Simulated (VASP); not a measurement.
The system is SiO2.

```
Si O
1.0
     4.98200    0.00000    0.00000
     0.00000    4.98200    0.00000
     0.00000    0.00000    6.96300
Si O
4 8
Cartesian
  3.9805 1.0015 5.2222
  3.4925 3.4925 3.4815
  1.0015 3.9805 1.7408
  1.4895 1.4895 0.0000
  0.5155 1.1951 5.7227
  1.2959 3.0065 0.5004
  4.4665 3.7869 2.2412
  3.6861 1.9755 3.9819
  3.0065 1.2959 6.4626
  3.7869 4.4665 4.7218
  1.9755 3.6861 2.9811
  1.1951 0.5155 1.2403
```

```yaml
Program: VASP 6.6.1
Task: relaxation of cell and atoms
Functional: PBE
Dispersion: D3(BJ)
Potentials_or_basis: VASP PAW PBE potentials, release 64 (Si, O)
Cutoff: 600 eV
k_mesh: 6 × 6 × 4
Occupations: fermi-dirac, width 0.05 eV
Spin: no spin polarisation
```

At the start: pressure 4.7 GPa; volume 14.40 Å³/atom.

How do energy, volume and symmetry change on relaxing?

Over 42 steps the energy falls by 10.2 meV/atom and the volume is 13.73 Å³/atom (-4.7 %); space group P4_12_12 (No. 92, to 0.1 Å) before and after.

The path:
```
step  energy change (eV)  largest force (eV/Å)  pressure (GPa)  volume (Å³)
   1              0.0000                0.4073            4.68       172.82
   3             -0.0730                0.1533            0.03       177.01
   5             -0.0658                0.3837           -0.58       177.45
   7             -0.0766                0.0535           -0.16       176.93
   9             -0.0864                0.0481           -0.55       175.51
  11             -0.0890                0.0824           -0.89       174.38
  13             -0.0921                0.0737           -0.52       173.55
  15             -0.0948                0.0999            0.29       171.75
  17             -0.0992                0.1025            0.25       170.98
  19             -0.1052                0.3028           -0.03       167.54
  21             -0.1068                0.2348            0.03       168.26
  23             -0.1121                0.0992           -0.17       167.02
  25             -0.1128                0.0488           -0.28       166.39
  27             -0.1145                0.0423           -0.06       166.03
  29             -0.1162                0.0875            0.96       164.43
  31             -0.1174                0.0500            0.59       164.90
  33             -0.1201                0.1139            0.22       164.58
  35             -0.1210                0.0474           -0.07       164.61
  37             -0.1216                0.0636            0.14       164.50
  39             -0.1220                0.0335            0.08       164.62
  41             -0.1221                0.0142           -0.03       164.75
  42             -0.1221                0.0016            0.00       164.72
```

Final structure:
```cif
data_structure
_symmetry_space_group_name_H-M 'P 1'
_symmetry_Int_Tables_number 1
_cell_length_a 4.9313
_cell_length_b 4.9313
_cell_length_c 6.7738
_cell_angle_alpha 90.000
_cell_angle_beta 90.000
_cell_angle_gamma 90.000
_cell_volume 164.72
loop_
_atom_site_label
_atom_site_type_symbol
_atom_site_fract_x
_atom_site_fract_y
_atom_site_fract_z
_atom_site_occupancy
Si1 Si 0.81166 0.18834 0.75000 1
Si2 Si 0.68834 0.68834 0.50000 1
Si3 Si 0.18834 0.81166 0.25000 1
Si4 Si 0.31166 0.31166 0.00000 1
O1 O 0.12788 0.23411 0.80870 1
O2 O 0.26589 0.62788 0.05870 1
O3 O 0.87212 0.76589 0.30870 1
O4 O 0.73411 0.37212 0.55870 1
O5 O 0.62788 0.26589 0.94130 1
O6 O 0.76589 0.87212 0.69130 1
O7 O 0.37212 0.73411 0.44130 1
O8 O 0.23411 0.12788 0.19130 1
```
